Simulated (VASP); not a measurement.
# Ag2O: electric field gradients with PBE

Crystal: Ag2O.

```
Ag O
1.0
     0.00000    4.73061    4.73061
     4.73061    0.00000    4.73061
     4.73061    4.73061    0.00000
Ag O
8 4
Direct
  0.37500 0.37500 0.37500
  0.87500 0.87500 0.87500
  0.87500 0.37500 0.37500
  0.37500 0.87500 0.87500
  0.37500 0.37500 0.87500
  0.87500 0.87500 0.37500
  0.37500 0.87500 0.37500
  0.87500 0.37500 0.87500
  0.00000 0.00000 0.00000
  0.50000 0.50000 0.50000
  0.25000 0.25000 0.25000
  0.75000 0.75000 0.75000
```

```
Program                : VASP 6.6.1
Task                   : electric field gradients
Functional             : PBE
Potentials or basis    : VASP PAW PBE potentials, release 64 (Ag, O)
Cutoff                 : 520 eV
k mesh                 : 5 × 5 × 5
Occupations            : fermi-dirac, width 0.05 eV
Spin                   : no spin polarisation
Dipole correction      : no
Further INCAR settings : ALGO = Normal; EDIFF = 1e-08; NBANDS = 68
```

```json
{
 "Pressure": "4.0 GPa",
 "Largest electric field gradient by atom": "Ag -177.8; O +0.0 V/Å²"
}
```

Levels at points of the mesh, in eV from the Fermi level:
```
           k point  band 52  band 53  band 54  band 55  band 56  band 57  band 58  band 59  band 60  band 61
(0.00, 0.00, 0.00)    -0.78    -0.78    -0.09    -0.09    -0.09    -0.06     1.96     1.96     2.50     2.50
```

Electric field gradients, principal values (V/Å²):
```csv
atom,least,middle,greatest (by size)
1 Ag,88.905,88.905,-177.811
2 Ag,88.905,88.905,-177.811
3 Ag,88.906,88.909,-177.815
4 Ag,88.906,88.909,-177.815
5 Ag,88.906,88.909,-177.815
6 Ag,88.906,88.909,-177.815
7 Ag,88.906,88.909,-177.815
8 Ag,88.906,88.909,-177.815
9 O,-0.003,-0.003,0.005
10 O,-0.003,-0.003,0.005
11 O,-0.003,-0.003,0.005
12 O,-0.003,-0.003,0.005
```

It took 3.5 min on 1 thread of Intel(R) Xeon(R) Platinum 8259CL CPU @ 2.50GHz (Skylake/Cascade Lake), on a shared host, peak memory 0.39 GiB.

Caveat: the cell stands under pressure; without QUAD_EFG the Cq values of the log hold for a quadrupole moment of 1 mb, not for the nuclei.
